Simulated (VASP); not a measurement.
Au, 1 atom in the cell. Symmetry: Pm-3m, No. 221, cubic system. The conventional cell has a = 2.310 Å, b = 2.310 Å, c = 2.310 Å, α = 90.00°, β = 90.00°, γ = 90.00°. Within 3.1 Å of Au (site symmetry m-3m) lie 6 Au at 2.31 Å. 

| Quantity | Value |
| --- | --- |
| Program | VASP 6.6.1 |
| Task | relaxation of cell and atoms |
| Functional | PBEsol |
| Potentials or basis | VASP PAW PBE potentials, release 64 (Au) |
| Cutoff | 500 eV |
| k mesh | 16 × 16 × 16 |
| Occupations | fermi-dirac, width 0.08 eV |
| Spin | no spin polarisation |
| Target pressure | 170 GPa |
| Dipole correction | no |
| Further INCAR settings | ALGO = Normal; EDIFF = 1e-07; IBRION = 2; EDIFFG = -0.005; NSW = 60; ISIF = 3 |

Potentials or basis: VASP PAW PBE potentials, release 64 (Au).

Launch:

```bash
$ cat potpaw_PBE.64/Au/POTCAR > POTCAR
$ mpirun -np 1 vasp_std > vasp.out
```

Hardware: 1 thread of Intel(R) Xeon(R) 6975P-C (Granite Rapids), on a shared host.

Q: How long does it take, and how much memory?

A: Wall time 46 s on 1 thread of Intel(R) Xeon(R) 6975P-C (Granite Rapids), with other jobs on the host, peak memory 0.14 GiB. Counts: scf iterations 96, k points 165, ion steps 18.
